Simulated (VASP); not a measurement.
A run of VASP 6.6.1 is set up as follows.

The input INCAR:

```
SYSTEM = NbP
  PREC = Accurate
  ENCUT = 520
  EDIFF = 1E-8
  ISMEAR = -1
  SIGMA = 0.05
  LREAL = .False.
  LASPH = .True.
  NELM = 60
  ALGO = Normal
  ISIF = 2
  LWAVE = .False.
  LCHARG = .False.
  GGA = PE
  LEFG = .True.
  NBANDS = 26
```

File KPOINTS:

```
Automatic mesh
0
Gamma
  17 17 17
  0 0 0
```

POSCAR

```
NbP
1.0
   -1.6625000000      1.6625000000      5.6900000000
    1.6625000000     -1.6625000000      5.6900000000
    1.6625000000      1.6625000000     -5.6900000000
Nb P
2 2
Direct
    0.0000000000      0.0000000000      0.0000000000
    0.7500000000      0.2500000000      0.5000000000
    0.5000000000      0.5000000000      0.0000000000
    0.2500000000      0.7500000000      0.5000000000
```

Potentials or basis: VASP PAW PBE potentials, release 64 (Nb_sv, P).

Launch:

```console
$ cat potpaw_PBE.64/Nb_sv/POTCAR potpaw_PBE.64/P/POTCAR > POTCAR
$ mpirun -np 1 vasp_std > vasp.out
```

What does it give for the pressure?

18.7 GPa.

Predict the band gap on the k mesh.

zero (bands 18 and 19 overlap by 1.42 eV).

Stress tensor (GPa, compression positive):
```
 33.59   0.00   0.00
  0.00  33.59   0.00
  0.00   0.00 -11.16
```

Caveat: the stress differs along the axes, from -11 to 34 GPa; without QUAD_EFG the Cq values of the log hold for a quadrupole moment of 1 mb, not for the nuclei.
